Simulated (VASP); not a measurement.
# Ag (P6_3/mmc) in VASP: further runs, part 2 of 2

VASP 6.6.1. The steps go on from the part before.

## 5. Single point, r2SCAN (strain -0.0375 x Voigt [0, 0, 1, 0, 0, 0])

Input file POSCAR:

```
Ag
1.0
    2.9299980804      0.0000000000      0.0000000000
   -1.4649990402      2.5374527707      0.0000000000
    0.0000000000      0.0000000000      4.6103750000
Ag
2
Direct
    0.3333333333      0.6666666667      0.2500000000
    0.6666666667      0.3333333333      0.7500000000
```

Input file INCAR.step1:

```
SYSTEM = Ag
ALGO = Normal
EDIFF = 1E-4
ENCUT = 520
GGA = PE
ISMEAR = 0
LASPH = .TRUE.
LCHARG = .FALSE.
LREAL = .FALSE.
LWAVE = .TRUE.
NBANDS = 18
NELM = 60
PREC = Accurate
SIGMA = 0.15
```

Input file INCAR.step2:

```
SYSTEM = Ag
ALGO = Normal
EDIFF = 1E-6
ENCUT = 520
ISIF = 2
ISMEAR = 0
ISTART = 1
LASPH = .TRUE.
LCHARG = .FALSE.
LMIXTAU = .TRUE.
LREAL = .FALSE.
LWAVE = .FALSE.
METAGGA = R2SCAN
NBANDS = 18
NELM = 60
PREC = Accurate
SIGMA = 0.15
```

Input file KPOINTS:

```
k-points
0
G
  18 18 10
  0 0 0
```

Potentials or basis: VASP PAW PBE potentials, release 64 (Ag).

Run with:

```console
cat potpaw_PBE.64/Ag/POTCAR > POTCAR
cp INCAR.step1 INCAR
mpirun -np 1 vasp_std > vasp.out
cp INCAR.step2 INCAR
mpirun -np 1 vasp_std > vasp.out
```

OUTCAR:

```text
SYSTEM = Ag
   EDIFF = 1E-6
   ENCUT = 520
   ISIF = 2
   ISMEAR = 0
   ISTART = 1
   LASPH = .TRUE.
   LREAL = .FALSE.
   METAGGA = R2SCAN
   NELM = 60
   PREC = Accurate

 ion  position               nearest neighbor table
   1  0.333  0.667  0.250-   2 2.86   2 2.86   2 2.86   2 2.86   2 2.86   2 2.86
   2  0.667  0.333  0.750-   1 2.86   1 2.86   1 2.86   1 2.86   1 2.86   1 2.86

  LATTYP: Found a hexagonal cell.
 ALAT       =     2.9299980804
 C/A-ratio  =     1.5735078568

  Lattice vectors:

 A1 = (   2.9299980804,   0.0000000000,   0.0000000000)
 A2 = (  -1.4649990402,   2.5374527707,   0.0000000000)
 A3 = (   0.0000000000,   0.0000000000,   4.6103750000)

Analysis of symmetry for initial positions (statically):
=====================================================================
 Subroutine PRICEL returns:
 Original cell was already a primitive cell.

 Routine SETGRP: Setting up the symmetry group for a
 hexagonal supercell.

 Subroutine GETGRP returns: Found 24 space group operations
 (whereof 12 operations were pure point group operations)
 out of a pool of 24 trial point group operations.

The static configuration has the point symmetry D_3d.
 The point group associated with its full space group is D_6h.

Analysis of symmetry for dynamics (positions and initial velocities):
=====================================================================
 Subroutine PRICEL returns:
 Original cell was already a primitive cell.

 Routine SETGRP: Setting up the symmetry group for a
 hexagonal supercell.

 Subroutine GETGRP returns: Found 24 space group operations
 (whereof 12 operations were pure point group operations)
 out of a pool of 24 trial point group operations.

The dynamic configuration has the point symmetry D_3d.
 The point group associated with its full space group is D_6h.

 Subroutine INISYM returns: Found 24 space group operations
 (whereof 12 operations are pure point group operations),
 and found     1 'primitive' translations

----------------------------------------------------------------------------------------

                                     Primitive cell

  volume of cell :      34.2769

  direct lattice vectors                    reciprocal lattice vectors
     2.929998080  0.000000000  0.000000000     0.341297152  0.197048003  0.000000000
    -1.464999040  2.537452771  0.000000000     0.000000000  0.394096005  0.000000000
     0.000000000  0.000000000  4.610375000     0.000000000  0.000000000  0.216902096

  length of vectors
     2.929998080  2.929998080  4.610375000     0.394096005  0.394096005  0.216902096

  position of ions in fractional coordinates (direct lattice)
     0.333333333  0.666666667  0.250000000
     0.666666667  0.333333333  0.750000000

  ion indices of the primitive-cell ions
   primitive index   ion index
                 1           1
                 2           2

----------------------------------------------------------------------------------------

 KPOINTS: k-points

Automatic generation of k-mesh.
 Grid dimensions read from file:
 generate k-points for:   18   18   10

 Generating k-lattice:

  Cartesian coordinates                     Fractional coordinates (reciprocal lattice)
     0.018960953  0.010947111  0.000000000     0.055555556  0.000000000  0.000000000
     0.000000000  0.021894223  0.000000000     0.000000000  0.055555556  0.000000000
     0.000000000  0.000000000  0.021690210     0.000000000  0.000000000  0.100000000

  Length of vectors
     0.021894223  0.021894223  0.021690210

  Shift w.r.t. Gamma in fractional coordinates (k-lattice)
     0.000000000  0.000000000  0.000000000

 Subroutine IBZKPT returns following result:
 ===========================================

 Found    222 irreducible k-points:

 Following reciprocal coordinates:
            Coordinates               Weight
  0.000000  0.000000  0.000000      1.000000
  0.055556  0.000000  0.000000      6.000000
  0.111111  0.000000  0.000000      6.000000
  0.166667 -0.000000  0.000000      6.000000
  0.222222  0.000000  0.000000      6.000000
  0.277778  0.000000  0.000000      6.000000
[... 16 lines left out ...]
  0.333333  0.111111  0.000000     12.000000
  0.388889  0.111111  0.000000     12.000000
 [... further k-points ...]
   k-points           NKPTS =    222   k-points in BZ     NKDIM =    222   number of bands    NBANDS=     18
   number of dos      NEDOS =    301   number of ions     NIONS =      2
   total plane-waves  NPLWV =  20736
   dimension x,y,z NGX =    24 NGY =   24 NGZ =   36
   dimension x,y,z NGXF=    48 NGYF=   48 NGZF=   72
   ions per type =               2
   NGX,Y,Z   is equivalent  to a cutoff of  13.62, 13.62, 12.98 a.u.
   NGXF,Y,Z  is equivalent  to a cutoff of  27.23, 27.23, 25.96 a.u.
 SYSTEM =  Ag
   PREC   = accura    normal or accurate (medium, high low for compatibility)
   ISTART =      1    job   : 0-new  1-cont  2-samecut
   ICHARG =      0    charge: 1-file 2-atom 10-const
   ISPIN  =      1    spin polarized calculation?
   LNONCOLLINEAR =      F non collinear calculations
   LSORBIT =      F    spin-orbit coupling
   LASPH  =      T    aspherical Exc in radial PAW
   ENCUT  =  520.0 eV  38.22 Ry    6.18 a.u.   5.45  5.45  8.57*2*pi/ulx,y,z
   NELM   =     60;   NELMIN=  2; NELMDL=  0     # of ELM steps
   EDIFF  = 0.1E-05   stopping-criterion for ELM
   LREAL  =      F    real-space projection
   EDIFFG = 0.1E-04   stopping-criterion for IOM
   NSW    =      0    number of steps for IOM
   IBRION =     -1    ionic relax: 0-MD 1-quasi-New 2-CG
   NFREE  =      0    steps in history (QN), initial steepest desc. (CG)
   ISIF   =      2    stress and relaxation
   ISYM   =      2    0-nonsym 1-usesym 2-fastsym
   POTIM  = 0.5000    time-step for ionic-motion
   TEBEG  =    0.0;   TEEND  =   0.0 temperature during run
   PSTRESS=    0.0 pullay stress
   NELECT =      22.0000    total number of electrons
   NUPDOWN=      -1.0000    fix difference up-down
   EMIN   =  10.00;   EMAX   =-10.00  energy-range for DOS
   EFERMI =   0.00;   METHOD = LEGACY
   ISMEAR =     0;   SIGMA  =   0.15  broadening in eV -4-tet -1-fermi 0-gaus
   EFERMI_NEDOS =   21; number of points for ismear=-14 and -15
   IALGO  =     38    algorithm
   IMIX   =      4    mixing-type and parameters
     AMIX     =   0.40;   BMIX     =  1.00
     AMIX_MAG =   1.60;   BMIX_MAG =  1.00
  volume/ion in A,a.u.               =      17.14       115.66
  Fermi-wavevector in a.u.,A,eV,Ry     =   1.412153  2.668583 27.132428  1.994177
  Thomas-Fermi vector in A             =   2.533931
   LORBIT       =      0    0 simple, 1 ext, 2 COOP (PROOUT), +10 PAW based schemes
   METAGGA = R2SCAN    functional components
   LHFCALC =     F    Hartree Fock is set to
   AEXX    =    0.0000 exact exchange contribution
   IVDW    =     0    specifies the selected vdW correction
   LEPSILON=     F    determine dielectric tensor
   LRPA    =     F    only Hartree local field effects (RPA)
 non-spin polarized calculation
 Gauss-broadening in eV      SIGMA  =   0.15
  energy-cutoff  :      520.00
  volume of cell :       34.28
 maximum number of plane-waves:       954
 NGX is ok and might be reduce to    24
   NGX = 11   NGY = 11   NGZ = 17

 number of electron      22.0000002 magnetization

 Free energy of the ion-electron system (eV)
  ---------------------------------------------------
  ext. energy  EPLUGINS =         0.00000000
  ---------------------------------------------------
  free energy    TOTEN  =       -42.69598681 eV

  energy without entropy =      -42.69040579  energy(sigma->0) =      -42.69319630

 E-fermi :   8.3776     XC(G=0): -12.9283

 val. band max:        8.3741859200   @ k =   0.5000  -0.0000   0.1000
 cond. band min:       8.3852432764   @ k =   0.2778   0.0000   0.3000
 fundamental gap:      0.0110573564
 Fermi energy:         8.3776006279

 k-point     1 :       0.0000    0.0000    0.0000
  band No.  band energies     occupation
      1       0.4420      2.00000
      2       1.6790      2.00000
      3       3.3324      2.00000
      4       3.3324      2.00000
      5       3.3956      2.00000
      6       3.6076      2.00000
[... 10 lines left out ...]
     17      26.7828      0.00000
     18      27.3019      0.00000
[... 463 lines left out ...]
 k-point    24 :       0.3889    0.1111    0.0000
  band No.  band energies     occupation
      1       1.9012      2.00000
      2       2.0996      2.00000
      3       2.2570      2.00000
      4       3.1006      2.00000
      5       3.6361      2.00000
      6       3.8101      2.00000
[... 10 lines left out ...]
     17      19.9465      0.00000
     18      24.0303      0.00000

 [... further k-points ...]

------------------------ aborting loop because EDIFF is reached ----------------------------------------

  FORCE on cell =-STRESS in cart. coord.  units (eV):
  Direction    XX          YY          ZZ          XY          YZ          ZX
  --------------------------------------------------------------------------------------
  -------------------------------------------------------------------------------------
  Total        0.0535512      0.0535512      0.8690584      0.0000000      0.0000000      0.0000000
  in kB        2.5031002      2.5031002     40.6216892      0.0000000      0.0000000      0.0000000
  external PRESSURE =      15.2092966 kB  Pullay stress =       0.0000000 kB

 VOLUME and BASIS-vectors are now :
 -----------------------------------------------------------------------------
  energy-cutoff  :      520.00
  volume of cell :       34.28
      direct lattice vectors                 reciprocal lattice vectors
     2.929998080  0.000000000  0.000000000     0.341297152  0.197048003  0.000000000
    -1.464999040  2.537452771  0.000000000     0.000000000  0.394096005  0.000000000
     0.000000000  0.000000000  4.610375000     0.000000000  0.000000000  0.216902096

 POSITION                                       TOTAL-FORCE (eV/Angst)
 -----------------------------------------------------------------------------------
     -0.00000      1.69164      1.15259         0.000000     -0.000000      0.000000
      1.46500      0.84582      3.45778        -0.000000      0.000000      0.000000
 -----------------------------------------------------------------------------------
    total drift:                                0.000000     -0.000000      0.000000

  FREE ENERGIE OF THE ION-ELECTRON SYSTEM (eV)
  ---------------------------------------------------
  free  energy   TOTEN  =       -42.6959868132 eV

  energy  without entropy=      -42.6904057933  energy(sigma->0) =      -42.69319630
```

OUTCAR.step1:

```text
SYSTEM = Ag
   EDIFF = 1E-4
   ENCUT = 520
   GGA = PE
   ISMEAR = 0
   LASPH = .TRUE.
   LREAL = .FALSE.
[... 728 lines left out ...]
     -0.00000      1.69164      1.15259         0.000000      0.000000      0.000000
      1.46500      0.84582      3.45778        -0.000000     -0.000000      0.000000
 -----------------------------------------------------------------------------------
    total drift:                                0.000000     -0.000000      0.000000

  FREE ENERGIE OF THE ION-ELECTRON SYSTEM (eV)
  ---------------------------------------------------
  free  energy   TOTEN  =        -5.3995805938 eV

  energy  without entropy=       -5.3934035624  energy(sigma->0) =       -5.39649208
```

OSZICAR.step1:

```text
N       E                     dE             d eps       ncg     rms          rms(c)
DAV:   1     0.125773176508E+03    0.12577E+03   -0.11774E+04  8000   0.122E+03
DAV:   2    -0.386498244340E+01   -0.12964E+03   -0.12327E+03  8258   0.270E+02
DAV:   3    -0.589343491343E+01   -0.20285E+01   -0.20217E+01  9236   0.380E+01
DAV:   4    -0.589954575254E+01   -0.61108E-02   -0.61104E-02  8908   0.205E+00
DAV:   5    -0.589959658042E+01   -0.50828E-04   -0.50827E-04  8820   0.199E-01    0.733E+00
DAV:   6    -0.542129899982E+01    0.47830E+00   -0.11580E+00  8304   0.116E+01    0.476E+00
DAV:   7    -0.540507734874E+01    0.16222E-01   -0.16574E-02  8730   0.123E+00    0.263E+00
DAV:   8    -0.539956910705E+01    0.55082E-02   -0.12087E-03  8394   0.269E-01    0.122E-01
DAV:   9    -0.539958059377E+01   -0.11487E-04   -0.13466E-05  5042   0.289E-02
   1 F= -.53995806E+01 E0= -.53964921E+01  d E =-.617703E-02
```

Wall time 1.8 min (1 thread of Intel Xeon 6975P-C (Granite Rapids), shared host); peak memory 0.24 GiB.

What came out:

```yaml
Free_energy: -42.6960 eV
Pressure: 1.5 GPa
Band_gap_on_the_k_mesh: zero (bands 11 and 12 overlap by 7.79 eV)
```

Caveat: the cell differs from its parent crystal (strain -0.0375 x Voigt [0, 0, 1, 0, 0, 0]); the PAW data sets were made with another functional, which shifts forces and pressure a little.

## 6. Single point, r2SCAN (strain +0.0375 x Voigt [0, 0, 1, 0, 0, 0])

POSCAR, as its differences from that of step 5:

```diff
@@ -4,3 +4,3 @@
    -1.4649990402      2.5374527707      0.0000000000
-    0.0000000000      0.0000000000      4.6103750000
+    0.0000000000      0.0000000000      4.9696250000
 Ag
```

Input file INCAR.step1:

```
SYSTEM = Ag
  PREC = Accurate
  ENCUT = 520
  ISMEAR = 0
  SIGMA = 0.15
  LREAL = .False.
  LASPH = .True.
  NELM = 100
  NBANDS = 18
  GGA = PE
  ALGO = Normal
  EDIFF = 1E-4
  LWAVE = .True.
  LCHARG = .False.
```

Input file INCAR.step2:

```
SYSTEM = Ag
  PREC = Accurate
  ENCUT = 520
  EDIFF = 1E-7
  ISMEAR = 0
  SIGMA = 0.15
  LREAL = .False.
  LASPH = .True.
  NELM = 100
  ALGO = Normal
  ISIF = 2
  LWAVE = .False.
  LCHARG = .True.
  METAGGA = R2SCAN
  LMIXTAU = .True.
  LELF = .True.
  LVHAR = .True.
  NBANDS = 18
  ISTART = 1
```

Input file KPOINTS:

```
Automatic mesh
0
Gamma
  18 18 10
  0 0 0
```

Potentials or basis: VASP PAW PBE potentials, release 64 (Ag).

Run with:

```console
cat potpaw_PBE.64/Ag/POTCAR > POTCAR
cp INCAR.step1 INCAR
mpirun -np 1 vasp_std > vasp.out
cp INCAR.step2 INCAR
mpirun -np 1 vasp_std > vasp.out
```

Run time: 2.1 min. Hardware: 1 thread of Intel Xeon 6975P-C (Granite Rapids), shared host; peak memory 0.25 GiB.

Results (log left out):

```
Free energy            : -42.6627 eV
Pressure               : -5.3 GPa
Band gap on the k mesh : zero (bands 11 and 12 overlap by 7.87 eV)
```

Stress tensor (GPa, compression positive):
```
-4.47  0.00  0.00
 0.00 -4.47  0.00
 0.00  0.00 -6.83
```

Levels at points of the mesh, in eV from the Fermi level:
```
           k point  band 8  band 9  band 10  band 11  band 12  band 13  band 14  band 15
(0.00, 0.00, 0.00)   -4.16   -4.16    -3.38    -3.38    -0.37     2.76    16.32    17.09
(0.50, 0.00, 0.00)   -3.27   -3.17    -3.08     0.27     1.56     6.59     6.93     8.80
(0.00, 0.00, 0.50)   -4.54   -3.65    -3.65    -3.65    -3.65    10.12    10.12    16.66
(0.50, 0.00, 0.50)   -3.40   -3.11    -3.11     0.99     0.99     4.37     4.37    13.64
```

Caveat: the cell differs from its parent crystal (strain +0.0375 x Voigt [0, 0, 1, 0, 0, 0]); the cell stands under tension; the PAW data sets were made with another functional, which shifts forces and pressure a little.

## 7. Overview

```tsv
cell	gap on the mesh (eV)	pressure (GPa)
a = 2.930, b = 2.930, c = 4.072 Å, angles 90.0, 90.0, 120.0°, 2 atoms	none	25.7
a = 2.930, b = 2.930, c = 4.251 Å, angles 90.0, 90.0, 120.0°, 2 atoms	none	15.0
a = 2.930, b = 2.930, c = 4.431 Å, angles 90.0, 90.0, 120.0°, 2 atoms	none	7.1
a = 2.930, b = 2.930, c = 4.610 Å, angles 90.0, 90.0, 120.0°, 2 atoms	none	1.5
a = 2.930, b = 2.930, c = 4.970 Å, angles 90.0, 90.0, 120.0°, 2 atoms	none	-5.3
```

Alike in all rows: task single point; level r2SCAN; potentials or basis VASP PAW PBE potentials, release 64 (Ag); no spin polarisation; k mesh 18 × 18 × 10; cutoff (eV) 520; smearing gaussian 0.15 eV.

Caveats: the PAW data sets were made with another functional, which shifts forces and pressure a little; the cell stands under pressure (at least some runs); the cell stands under tension (at least some runs).

Total energies depend on the potentials used, so only differences within one code and one set of settings carry meaning.
